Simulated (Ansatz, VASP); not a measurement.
**HfBiO in VASP and in Ansatz**

```
Hf Bi O
1.0
     4.84403    0.00000    0.00000
    -2.42201    4.19505    0.00000
     0.00000    0.00000    3.16353
Hf Bi O
1 1 1
Direct
  0.66667 0.33333 0.50000
  0.33333 0.66667 0.50000
  0.00000 0.00000 0.00000
```

Change from the starting cell: species swapped into the NdCuGe type (P-6m2, No. 187).

Alike in both runs: functional PBE; k mesh 6 × 6 × 6; occupations gaussian, width 0.1 eV; no spin polarisation.

Ansatz relaxed the structure, and its values are those at the end. VASP's run is a single point on that final structure, the one shown.

```csv
,VASP,Ansatz
version,VASP 6.6.1,Ansatz 0.2.0
potentials or method,"VASP PAW PBE potentials, release 64 (Hf_pv, Bi_d, O), cutoff 520 eV","scalar-relativistic, plane waves, PAW"
valence electrons in the cell,31,47
```

```tsv
	VASP	Ansatz	Ansatz less VASP
gap on the k mesh at the Fermi level (eV)	none	none	-
pressure (GPa)	-0.6	-0.1	+0.41
```

A gap of «none» marks a metal or a gap that the smearing closes. VASP's potentials hold 31 valence electrons a cell and Ansatz's 47, so a difference there can come from the potentials and not from the codes.

Spin-orbit coupling is off throughout.
